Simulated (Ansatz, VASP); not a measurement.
# One calculation of H, two programs

Contents of INCAR:

```
SYSTEM = H
ALGO = Normal
EDIFF = 1E-6
ENCUT = 400
GGA_COMPAT = .False.
ISIF = 2
ISMEAR = 0
LASPH = .True.
LCHARG = .False.
LREAL = .False.
LWAVE = .False.
NBANDS = 8
NELM = 120
NELMDL = -8
PREC = Accurate
SIGMA = 0.01
```

Contents of KPOINTS:

```
k-points
0
Gamma
  1 1 1
  0 0 0
```

POSCAR

```
H
1.0
    8.0000000000      0.0000000000      0.0000000000
    0.0000000000      8.0000000000      0.0000000000
    0.0000000000      0.0000000000      8.0000000000
H
2
Direct
    0.5000000000      0.5000000000      0.4593750000
    0.5000000000      0.5000000000      0.5406250000
```

Input for Ansatz:

```yaml
crystal:
  lattice:
    - [8.0, 0.0, 0.0]
    - [0.0, 8.0, 0.0]
    - [0.0, 0.0, 8.0]
  atoms:
    - { symbol: H, position: [0.5, 0.5, 0.459375] }
    - { symbol: H, position: [0.5, 0.5, 0.540625] }
scf:
  occupations: { method: fixed }
output:
  forces: true
  stress: false
  eigenvalues: true
hamiltonian:
  xc: lda
basis:
  ecutwfc: 600
kpoints:
  mp_grid: { grid: [1, 1, 1] }
```

Alike in both runs: task single point; functional LDA; k mesh 1 × 1 × 1; no spin polarisation.

|  | VASP | Ansatz |
| --- | --- | --- |
| version | VASP 6.6.1 | Ansatz 0.2.0 |
| potentials or method | VASP PAW LDA potentials, release 64 (H), cutoff 400 eV | scalar-relativistic, plane waves, PAW |
| occupations | gaussian, width 0.01 eV | fixed |
| valence electrons in the cell | 2 | 2 |

VASP gave:

- gap on the k mesh at the Fermi level (eV): 10.47
- rms of the force components (eV/Å): 3.192

Question: Estimate Ansatz's values.

Answer: gap on the k mesh at the Fermi level (eV): 10.46; rms of the force components (eV/Å): 3.164.

LDA's correlation is that of Perdew and Zunger in VASP and of Perdew and Wang (1992) in Ansatz. Atom by atom the forces differ by 0.028 eV/Å (rms over components).
